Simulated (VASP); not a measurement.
Set up this calculation in VASP 6.6.1, as the native input.

| Item | Value |
| --- | --- |
| Task | single point |
| Functional | r2SCAN |
| Potentials or basis | VASP PAW PBE potentials, release 64 (Na_pv, F) |
| Cutoff | 520 eV |
| k mesh | 10 × 10 × 10 |
| Occupations | gaussian, width 0.05 eV |
| Spin | no spin polarisation |
| Dipole correction | no |
| Further INCAR settings | ALGO = Normal; EDIFF = 1e-07; NBANDS = 14 |

Crystal: NaF.

```
Na F
1.0
     0.00000    2.45263    2.08474
     2.45263    0.00000    2.08474
     2.45263    2.45263    0.00000
Na F
1 1
Direct
  0.00000 0.00000 0.00000
  0.50000 0.50000 0.50000
```

This cell differs from its parent crystal: ratio of the length along z to the lengths across it x 0.85, volume and fractional coordinates fixed.

One way to write it, as run:

POSCAR

```
NaF
1.0
    0.0000000000      2.4526315871      2.0847368491
    2.4526315871      0.0000000000      2.0847368491
    2.4526315871      2.4526315871      0.0000000000
Na F
1 1
Direct
    0.0000000000      0.0000000000      0.0000000000
    0.5000000000      0.5000000000      0.5000000000
```

INCAR.step1

```
SYSTEM = NaF
  PREC = Accurate
  ENCUT = 520
  ISMEAR = 0
  SIGMA = 0.05
  LREAL = .FALSE.
  LASPH = .TRUE.
  NELM = 60
  NBANDS = 14
  GGA = PE
  ALGO = Normal
  EDIFF = 1E-4
  LWAVE = .TRUE.
  LCHARG = .FALSE.
```

INCAR.step2

```
SYSTEM = NaF
  PREC = Accurate
  ENCUT = 520
  EDIFF = 1E-7
  ISMEAR = 0
  SIGMA = 0.05
  LREAL = .FALSE.
  LASPH = .TRUE.
  NELM = 60
  ALGO = Normal
  ISIF = 2
  LWAVE = .FALSE.
  LCHARG = .FALSE.
  METAGGA = R2SCAN
  LMIXTAU = .TRUE.
  NBANDS = 14
  ISTART = 1
```

KPOINTS

```
Automatic mesh
0
G
  10 10 10
  0 0 0
```

Potentials or basis: VASP PAW PBE potentials, release 64 (Na_pv, F).

Run with:

```bash
$ cat potpaw_PBE.64/Na_pv/POTCAR potpaw_PBE.64/F/POTCAR > POTCAR
$ cp INCAR.step1 INCAR
$ mpirun -np 1 vasp_std > vasp.out
$ cp INCAR.step2 INCAR
$ mpirun -np 1 vasp_std > vasp.out
```

It gave:

```json
{"Pressure": "1.8 GPa", "Band gap on the k mesh": "7.03 eV"}
```

Caveat: the PAW data sets were made with another functional, which shifts forces and pressure a little.

Wall time 62 s on 1 thread of Intel(R) Xeon(R) 6975P-C (Granite Rapids), with other jobs on the host, peak memory 0.16 GiB.
